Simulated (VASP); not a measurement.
# SnO2: single point with LDA

The system is SnO2.

```
CELL_PARAMETERS angstrom
1.61709 0.93363 4.80059
-1.61709 0.93363 4.80059
0.00000 -1.86726 4.80059
ATOMIC_POSITIONS crystal
Sn 0.46728 0.46728 0.62794
O 0.23717 0.23717 0.23717
O 0.76283 0.76283 0.76283
```

This cell differs from its parent crystal: atom 1 (Sn) moved by (-0.300, +0.300) A along y and z.

```yaml
Program: VASP 6.6.1
Task: single point
Functional: LDA
Potentials_or_basis: VASP PAW LDA potentials, release 64 (Sn_d, O)
Cutoff: 520 eV
k_mesh: 12 × 12 × 12
Occupations: gaussian, width 0.05 eV
Spin: no spin polarisation
Dipole_correction: no
Further_INCAR_settings: ALGO = Normal; EDIFF = 1e-07; NBANDS = 20
```

```yaml
Pressure: 7.3 GPa
Largest_force: 11.139 eV/Å
Band_gap_on_the_k_mesh: 0.86 eV
```

Forces in eV/Å, atoms in the order of the input:
```
Sn   0.000  8.504 -7.195
O    0.000 -8.323  4.510
O    0.000 -0.181  2.685
```

Stress tensor (GPa, compression positive):
```
 -9.41   0.00   0.00
  0.00  37.78 -21.28
  0.00 -21.28  -6.49
```

Levels at points of the mesh, in eV from the valence-band top:
| k point | band 11 | band 12 | band 13 | band 14 | band 15 | band 16 |
| --- | --- | --- | --- | --- | --- | --- |
| (0.00, 0.00, 0.00) | -1.09 | -0.62 | 0.00 | 0.86 | 5.53 | 9.55 |
| (0.50, 0.00, 0.00) | -2.17 | -1.20 | -0.36 | 3.91 | 6.83 | 8.53 |
| (0.00, 0.00, 0.50) | -2.27 | -0.95 | -0.70 | 4.19 | 7.00 | 8.10 |
| (0.50, 0.50, 0.00) | -1.79 | -0.61 | -0.45 | 3.94 | 6.08 | 8.23 |
| (0.50, 0.00, 0.50) | -1.71 | -0.68 | -0.27 | 3.52 | 6.17 | 8.66 |
| (0.50, 0.50, 0.50) | -2.22 | -0.64 | 0.00 | 2.08 | 5.21 | 9.75 |

It took 11 min on 1 thread of Intel(R) Xeon(R) Platinum 8259CL CPU @ 2.50GHz (Skylake/Cascade Lake), on a shared host, peak memory 0.49 GiB.

Caveat: the cell differs from its parent crystal (atom 1 (Sn) moved by (-0.300, +0.300) A along y and z); the stress differs along the axes, from -9 to 38 GPa; spin-orbit coupling is left out, which moves the levels of the heavy elements; forces of over 1 eV/Å act on the atoms, so gaps and moduli don't describe the material at rest. A k mesh can miss the band edges.
